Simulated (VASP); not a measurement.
# Zr (I4/mmm) in VASP: single point with PBE

Aim: the single point of Zr with PBE.

Everything below comes from runs of VASP 6.6.1. Logs are shortened: lines on timing, memory, paths and dates and some standing lists are left out, and cuts for length are marked.

### 1 The cell of the first run

It takes space group I4/mmm (No. 139, tetragonal). Conventional cell: a = 3.128 Å, b = 3.128 Å, c = 4.545 Å, α = 90.00°, β = 90.00°, γ = 90.00°. Zr (site symmetry 4/mmm) has 12 Zr at 3.13 to 3.17 Å within 4.1 Å.

### 2 Single point, PBE (volume 22.228 Å^3 an atom, c/a of the conventional cell 1.4530)

File INCAR:

```
SYSTEM = Zr
  PREC = Accurate
  ENCUT = 500
  EDIFF = 1E-6
  ISMEAR = 0
  SIGMA = 0.15
  LREAL = .FALSE.
  LASPH = .TRUE.
  NELM = 120
  ALGO = Normal
  ISIF = 2
  LWAVE = .FALSE.
  LCHARG = .TRUE.
  GGA = PE
  LELF = .TRUE.
  LVHAR = .TRUE.
  NBANDS = 12
  GGA_COMPAT = .FALSE.
```

File KPOINTS:

```
regular mesh
0
G
  20 20 20
  0 0 0
```

File POSCAR:

```
Zr
1.0
   -1.5638373959      1.5638373959      2.2722557362
    1.5638373959     -1.5638373959      2.2722557362
    1.5638373959      1.5638373959     -2.2722557362
Zr
1
Direct
    0.0000000000      0.0000000000      0.0000000000
```

Potentials or basis: VASP PAW PBE potentials, release 64 (Zr_sv).

On the command line:

```console
$ cat potpaw_PBE.64/Zr_sv/POTCAR > POTCAR
$ mpirun -np 1 vasp_std > vasp.out
```

OUTCAR:

```text
SYSTEM = Zr
   PREC = Accurate
   ENCUT = 500
   EDIFF = 1E-6
   ISMEAR = 0
   LREAL = .FALSE.
   LASPH = .TRUE.
   NELM = 120
   ISIF = 2
   GGA = PE

 ion  position               nearest neighbor table
   1  0.000  0.000  0.000-

  LATTYP: Found a body centered tetragonal cell.
 ALAT       =     3.1276747918
 C/A-ratio  =     1.4530000000

  Lattice vectors:

 A1 = (  -1.5638373959,   1.5638373959,   2.2722557362)
 A2 = (   1.5638373959,  -1.5638373959,   2.2722557362)
 A3 = (   1.5638373959,   1.5638373959,  -2.2722557362)

Analysis of symmetry for initial positions (statically):
=====================================================================
 Subroutine PRICEL returns:
 Original cell was already a primitive cell.

 Routine SETGRP: Setting up the symmetry group for a
 body centered tetragonal supercell.

 Subroutine GETGRP returns: Found 16 space group operations
 (whereof 16 operations were pure point group operations)
 out of a pool of 16 trial point group operations.

The static configuration has the point symmetry D_4h.

Analysis of symmetry for dynamics (positions and initial velocities):
=====================================================================
 Subroutine PRICEL returns:
 Original cell was already a primitive cell.

 Routine SETGRP: Setting up the symmetry group for a
 body centered tetragonal supercell.

 Subroutine GETGRP returns: Found 16 space group operations
 (whereof 16 operations were pure point group operations)
 out of a pool of 16 trial point group operations.

The dynamic configuration has the point symmetry D_4h.

 Subroutine INISYM returns: Found 16 space group operations
 (whereof 16 operations are pure point group operations),
 and found     1 'primitive' translations

----------------------------------------------------------------------------------------

                                     Primitive cell

  volume of cell :      22.2280

  direct lattice vectors                    reciprocal lattice vectors
    -1.563837396  1.563837396  2.272255736     0.000000000  0.319726336  0.220045654
     1.563837396 -1.563837396  2.272255736     0.319726336  0.000000000  0.220045654
     1.563837396  1.563837396 -2.272255736     0.319726336  0.319726336  0.000000000

  length of vectors
     3.170854921  3.170854921  3.170854921     0.388130158  0.388130158  0.452161320

  position of ions in fractional coordinates (direct lattice)
     0.000000000  0.000000000  0.000000000

  ion indices of the primitive-cell ions
   primitive index   ion index
                 1           1

----------------------------------------------------------------------------------------

 KPOINTS: regular mesh

Automatic generation of k-mesh.
 Grid dimensions read from file:
 generate k-points for:   20   20   20

 Generating k-lattice:

  Cartesian coordinates                     Fractional coordinates (reciprocal lattice)
     0.000000000  0.015986317  0.011002283     0.050000000 -0.000000000  0.000000000
     0.015986317  0.000000000  0.011002283    -0.000000000  0.050000000  0.000000000
     0.015986317  0.015986317  0.000000000     0.000000000  0.000000000  0.050000000

  Length of vectors
     0.019406508  0.019406508  0.022608066

  Shift w.r.t. Gamma in fractional coordinates (k-lattice)
     0.000000000  0.000000000  0.000000000

 Subroutine IBZKPT returns following result:
 ===========================================

 Found    641 irreducible k-points:

 Following reciprocal coordinates:
            Coordinates               Weight
  0.000000  0.000000  0.000000      1.000000
  0.050000  0.000000  0.000000      8.000000
  0.100000  0.000000  0.000000      8.000000
  0.150000 -0.000000  0.000000      8.000000
  0.200000  0.000000  0.000000      8.000000
  0.250000  0.000000  0.000000      8.000000
[... 16 lines left out ...]
 -0.400000  0.050000 -0.000000     16.000000
 -0.350000  0.050000  0.000000     16.000000
 [... further k-points ...]
   k-points           NKPTS =    641   k-points in BZ     NKDIM =    641   number of bands    NBANDS=     12
   number of dos      NEDOS =    301   number of ions     NIONS =      1
   total plane-waves  NPLWV =  13824
   dimension x,y,z NGX =    24 NGY =   24 NGZ =   24
   dimension x,y,z NGXF=    48 NGYF=   48 NGZF=   48
   ions per type =               1
   NGX,Y,Z   is equivalent  to a cutoff of  12.58, 12.58, 12.58 a.u.
   NGXF,Y,Z  is equivalent  to a cutoff of  25.17, 25.17, 25.17 a.u.
 SYSTEM =  Zr
   PREC   = accura    normal or accurate (medium, high low for compatibility)
   ISTART =      0    job   : 0-new  1-cont  2-samecut
   ICHARG =      2    charge: 1-file 2-atom 10-const
   ISPIN  =      1    spin polarized calculation?
   LNONCOLLINEAR =      F non collinear calculations
   LSORBIT =      F    spin-orbit coupling
   LASPH  =      T    aspherical Exc in radial PAW
   ENCUT  =  500.0 eV  36.75 Ry    6.06 a.u.   5.78  5.78  5.78*2*pi/ulx,y,z
   NELM   =    120;   NELMIN=  2; NELMDL= -5     # of ELM steps
   EDIFF  = 0.1E-05   stopping-criterion for ELM
   LREAL  =      F    real-space projection
   EDIFFG = 0.1E-04   stopping-criterion for IOM
   NSW    =      0    number of steps for IOM
   IBRION =     -1    ionic relax: 0-MD 1-quasi-New 2-CG
   NFREE  =      0    steps in history (QN), initial steepest desc. (CG)
   ISIF   =      2    stress and relaxation
   ISYM   =      2    0-nonsym 1-usesym 2-fastsym
   POTIM  = 0.5000    time-step for ionic-motion
   TEBEG  =    0.0;   TEEND  =   0.0 temperature during run
   PSTRESS=    0.0 pullay stress
   NELECT =      12.0000    total number of electrons
   NUPDOWN=      -1.0000    fix difference up-down
   EMIN   =  10.00;   EMAX   =-10.00  energy-range for DOS
   EFERMI =   0.00;   METHOD = LEGACY
   ISMEAR =     0;   SIGMA  =   0.15  broadening in eV -4-tet -1-fermi 0-gaus
   EFERMI_NEDOS =   21; number of points for ismear=-14 and -15
   IALGO  =     38    algorithm
   IMIX   =      4    mixing-type and parameters
     AMIX     =   0.40;   BMIX     =  1.00
     AMIX_MAG =   1.60;   BMIX_MAG =  1.00
  volume/ion in A,a.u.               =      22.23       150.00
  Fermi-wavevector in a.u.,A,eV,Ry     =   1.333015  2.519034 24.176596  1.776930
  Thomas-Fermi vector in A             =   2.461906
   LORBIT       =      0    0 simple, 1 ext, 2 COOP (PROOUT), +10 PAW based schemes
   GGA     = PE    functional components
   LHFCALC =     F    Hartree Fock is set to
   AEXX    =    0.0000 exact exchange contribution
   IVDW    =     0    specifies the selected vdW correction
   LEPSILON=     F    determine dielectric tensor
   LRPA    =     F    only Hartree local field effects (RPA)
 non-spin polarized calculation
 Gauss-broadening in eV      SIGMA  =   0.15
  energy-cutoff  :      500.00
  volume of cell :       22.23
 maximum number of plane-waves:       580
   NGX = 11   NGY = 11   NGZ = 11

 number of electron      12.0000000 magnetization

 Free energy of the ion-electron system (eV)
  ---------------------------------------------------
  ext. energy  EPLUGINS =         0.00000000
  ---------------------------------------------------
  free energy    TOTEN  =        -8.47591820 eV

  energy without entropy =       -8.45933413  energy(sigma->0) =       -8.46762616

 E-fermi :   9.4077     XC(G=0): -11.2941

 val. band max:        9.4068511260   @ k =   0.3000   0.2500   0.1500
 cond. band min:       9.4079590760   @ k =  -0.3500   0.3500   0.3000
 fundamental gap:      0.0011079499
 Fermi energy:         9.4077417474

 k-point     1 :       0.0000    0.0000    0.0000
  band No.  band energies     occupation
      1     -39.2088      2.00000
      2     -16.6602      2.00000
      3     -16.6531      2.00000
      4     -16.6531      2.00000
      5       3.7852      2.00000
      6      10.2115      0.00000
      7      10.5066      0.00000
      8      10.5066      0.00000
      9      12.7471      0.00000
     10      13.1694      0.00000
     11      20.0103      0.00000
     12      23.8852      0.00000

 k-point     2 :       0.0500    0.0000    0.0000
  band No.  band energies     occupation
      1     -39.2047      2.00000
      2     -16.6850      2.00000
      3     -16.6616      2.00000
      4     -16.6561      2.00000
      5       3.8707      2.00000
      6      10.2054      0.00000
      7      10.4715      0.00000
      8      10.5477      0.00000
      9      12.7095      0.00000
     10      13.1214      0.00000
     11      20.1971      0.00000
     12      23.7976      0.00000

 k-point     3 :       0.1000    0.0000    0.0000
  band No.  band energies     occupation
      1     -39.1928      2.00000
      2     -16.7691      2.00000
      3     -16.6737      2.00000
      4     -16.6650      2.00000
      5       4.1194      2.00000
      6      10.0774      0.00000
      7      10.4900      0.00000
      8      10.6599      0.00000
      9      12.6224      0.00000
     10      13.0013      0.00000
     11      20.7081      0.00000
     12      23.1520      0.00000
[... 286 lines left out ...]
 k-point    23 :      -0.4000    0.0500   -0.0000
  band No.  band energies     occupation
      1     -39.0581      2.00000
      2     -17.6308      2.00000
      3     -16.8130      2.00000
      4     -16.7711      2.00000
      5       6.3617      2.00000
      6       9.8775      0.00001
      7      10.2394      0.00000
      8      10.5100      0.00000
      9      14.0488      0.00000
     10      14.4836      0.00000
     11      19.4694      0.00000
     12      21.6982      0.00000

 k-point    24 :      -0.3500    0.0500    0.0000
  band No.  band energies     occupation
      1     -39.0787      2.00000
      2     -17.5046      2.00000
      3     -16.7957      2.00000
      4     -16.7534      2.00000
      5       6.1946      2.00000
      6       9.5246      0.27064
      7      10.3841      0.00000
      8      10.6379      0.00000
      9      13.4904      0.00000
     10      14.0189      0.00000
     11      19.7749      0.00000
     12      22.7988      0.00000

 [... further k-points ...]
[... 5 lines left out ...]
  --------------------------------------------------------------------------------------
  -------------------------------------------------------------------------------------
  Total        0.6246006      0.6246006      0.5000335      0.0000000      0.0000000      0.0000000
  in kB       45.0207328     45.0207328     36.0420307      0.0000000      0.0000000      0.0000000
  external PRESSURE =      42.0278321 kB  Pullay stress =       0.0000000 kB

 VOLUME and BASIS-vectors are now :
 -----------------------------------------------------------------------------
  energy-cutoff  :      500.00
  volume of cell :       22.23
      direct lattice vectors                 reciprocal lattice vectors
    -1.563837396  1.563837396  2.272255736     0.000000000  0.319726336  0.220045654
     1.563837396 -1.563837396  2.272255736     0.319726336  0.000000000  0.220045654
     1.563837396  1.563837396 -2.272255736     0.319726336  0.319726336  0.000000000

 POSITION                                       TOTAL-FORCE (eV/Angst)
 -----------------------------------------------------------------------------------
      0.00000      0.00000      0.00000         0.000000      0.000000      0.000000
 -----------------------------------------------------------------------------------
    total drift:                                0.000000     -0.000000      0.000000

  FREE ENERGIE OF THE ION-ELECTRON SYSTEM (eV)
  ---------------------------------------------------
  free  energy   TOTEN  =        -8.4759182005 eV

  energy  without entropy=       -8.4593341272  energy(sigma->0) =       -8.46762616
```

It took 53 s on 1 thread of Intel Xeon Platinum 8488C (Sapphire Rapids), shared host; peak memory 0.27 GiB.

Results:

| Item | Value |
| --- | --- |
| Free energy | -8.4759 eV |
| Pressure | 4.2 GPa |
| Band gap on the k mesh | zero (band 6 reaches 10.28 eV, above the bottom of band 7 at 8.85 eV) |

Stress tensor (GPa, compression positive):
```
4.50 0.00 0.00
0.00 4.50 0.00
0.00 0.00 3.60
```

Levels at points of the mesh, in eV from the Fermi level:
```csv
k point,band 2,band 3,band 4,band 5,band 6,band 7,band 8,band 9,band 10,band 11
"(0.00, 0.00, 0.00)",-26.07,-26.06,-26.06,-5.62,0.80,1.10,1.10,3.34,3.76,10.60
"(0.50, 0.00, 0.00)",-27.18,-26.23,-26.18,-3.05,0.64,0.97,1.29,5.37,5.54,10.13
"(0.50, 0.50, 0.00)",-27.10,-26.50,-26.44,-3.15,-2.35,3.41,5.44,5.84,6.15,9.88
"(0.50, 0.50, 0.50)",-27.10,-26.42,-26.42,-3.15,-2.29,2.98,5.49,5.99,5.99,10.37
```
